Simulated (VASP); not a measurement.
Wanted: the native input for a VASP 6.6.1 run.

- Task: relaxation of cell and atoms
- Functional: BLYP
- Potentials or basis: VASP PAW PBE potentials, release 64 (Si, C)
- Cutoff: 600 eV
- k mesh: 10 × 10 × 10
- Occupations: fermi-dirac, width 0.05 eV
- Spin: no spin polarisation
- Dipole correction: no
- Further INCAR settings: ALGO = Normal; EDIFF = 1e-07; IBRION = 2; EDIFFG = -0.02; NSW = 80; ISIF = 3

The structure of SiC (Moissanite 3C) lies in POSCAR:

```
SiC
1.0
    0.0000000000      2.1790000000      2.1790000000
    2.1790000000      0.0000000000      2.1790000000
    2.1790000000      2.1790000000      0.0000000000
Si C
1 1
Direct
    0.0000000000      0.0000000000      0.0000000000
    0.7500000000      0.7500000000      0.7500000000
```

These files were run (other wordings do the same):

INCAR

```
SYSTEM = SiC
AGGAC    = 1.0          
AGGAX    = 1.0          
ALDAC    = 0.0          
ALDAX    = 1.0          
ALGO     = Normal         ! electronic algorithm
EDIFF    = 1E-7           ! SCF threshold, eV
EDIFFG   = -0.02          ! ionic threshold
ENCUT    = 600            ! plane-wave cutoff, eV
GGA      = B5             ! functional
GGA_COMPAT= .False.      
IBRION   = 2              ! ionic algorithm
ISIF     = 3              ! what is computed and relaxed
ISMEAR   = -1             ! smearing method
LASPH    = .True.         ! aspherical terms in the spheres
LCHARG   = .False.        ! write CHGCAR
LREAL    = .False.        ! projectors in reciprocal space
LWAVE    = .False.        ! write WAVECAR
NELM     = 120            ! most SCF steps
NELMIN   = 4            
NSW      = 80             ! ionic steps
PREC     = Accurate       ! precision mode
SIGMA    = 0.05           ! smearing width, eV
```

KPOINTS

```
k-points
0
Gamma
  10 10 10
  0 0 0
```

Potentials or basis: VASP PAW PBE potentials, release 64 (Si, C).

Run with:

```bash
$ cat potpaw_PBE.64/Si/POTCAR potpaw_PBE.64/C/POTCAR > POTCAR
$ mpirun -np 1 vasp_std > vasp.out
```

It gave:

- Relaxed volume: 10.76 Å³/atom
- Relaxed cell: a = 3.122 Å, b = 3.122 Å, c = 3.122 Å, α = 60.00°, β = 60.00°, γ = 60.00°
- Space group after relaxing (to 0.05 Å): F-43m (No. 216)
- Energy gained by relaxing: 10.3 meV/atom
- Ionic steps: 3
- Pressure after relaxing: 0.0 GPa
- Band gap on the k mesh: 1.73 eV, indirect (least direct gap 4.79 eV)

Caveat: the PAW data sets were made with another functional, which shifts forces and pressure a little.

Run time: 48 s on 1 thread of Intel Xeon 6975P-C, with other jobs on the host, peak memory 0.15 GiB.
